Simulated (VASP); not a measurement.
Write the native input for VASP 6.6.1 that does the following.

| Item | Value |
| --- | --- |
| Task | single point |
| Functional | PBE |
| Potentials or basis | VASP PAW PBE potentials, release 64 (Mg_sv, Cd_sv_GW, S) |
| Cutoff | 620 eV |
| k mesh | 6 × 6 × 10 |
| Occupations | gaussian, width 0.1 eV |
| Spin | no spin polarisation |
| Dipole correction | no |
| k mesh for the DOS | 9 × 9 × 15 |
| Occupations for the DOS | tetrahedron |
| Further INCAR settings | ALGO = Normal; EDIFF = 1e-06; NBANDS = 36 |

Crystal: MgCdS4.

```
Mg Cd S
1.0
     6.01761    0.00000    0.00000
     0.00000    6.01761    0.00000
     0.00000    0.00000    3.83764
Mg Cd S
1 1 4
Direct
  0.00000 0.00000 0.50000
  0.50000 0.50000 0.50000
  0.67353 0.00000 0.00000
  0.32647 0.00000 0.00000
  0.00000 0.32647 0.00000
  0.00000 0.67353 0.00000
```

One way to write it, as run:

POSCAR

```
MgCdS4
1.0
    6.0176089313      0.0000000000      0.0000000000
    0.0000000000      6.0176089313      0.0000000000
    0.0000000000      0.0000000000      3.8376360129
Mg Cd S
1 1 4
Direct
    0.0000000000      0.0000000000      0.5000000000
    0.5000000000      0.5000000000      0.5000000000
    0.6735303564      0.0000000000      0.0000000000
    0.3264696436      0.0000000000      0.0000000000
    0.0000000000      0.3264696436      0.0000000000
    0.0000000000      0.6735303564      0.0000000000
```

INCAR.step1

```
SYSTEM = MgCdS4
ALGO = Normal ; EDIFF = 1E-6
ENCUT = 620 ; GGA = PE
GGA_COMPAT = .FALSE. ; ISIF = 2
ISMEAR = 0 ; LASPH = .TRUE.
LCHARG = .TRUE. ; LORBIT = 11
LREAL = .FALSE. ; LWAVE = .FALSE.
NBANDS = 36 ; NEDOS = 2001
NELM = 120 ; PREC = Accurate
SIGMA = 0.1
```

KPOINTS.step1

```
k-points
0
G
  6 6 10
  0 0 0
```

INCAR.step2

```
SYSTEM = MgCdS4
ALGO = Normal ; EDIFF = 1E-6
ENCUT = 620 ; GGA = PE
GGA_COMPAT = .FALSE. ; ICHARG = 11
ISIF = 2 ; ISMEAR = -5
LASPH = .TRUE. ; LCHARG = .FALSE.
LORBIT = 11 ; LREAL = .FALSE.
LWAVE = .FALSE. ; NBANDS = 36
NEDOS = 2001 ; NELM = 120
PREC = Accurate ; SIGMA = 0.1
```

KPOINTS.step2

```
k-points
0
G
  9 9 15
  0 0 0
```

Potentials or basis: VASP PAW PBE potentials, release 64 (Mg_sv, Cd_sv_GW, S).

Launch:

```console
$ cat potpaw_PBE.64/Mg_sv/POTCAR potpaw_PBE.64/Cd_sv_GW/POTCAR potpaw_PBE.64/S/POTCAR > POTCAR
$ cp INCAR.step1 INCAR
$ cp KPOINTS.step1 KPOINTS
$ mpirun -np 1 vasp_std > vasp.out
$ cp INCAR.step2 INCAR
$ cp KPOINTS.step2 KPOINTS
$ mpirun -np 1 vasp_std > vasp.out
```

Results of the run:

* Valence electrons inside the program's atomic spheres: Mg 8.06; Cd 17.65; S 3.62

Run time: 9.7 min on 1 thread of AMD EPYC 7R13 Processor (Zen 3) (shared host), peak memory 0.82 GiB.
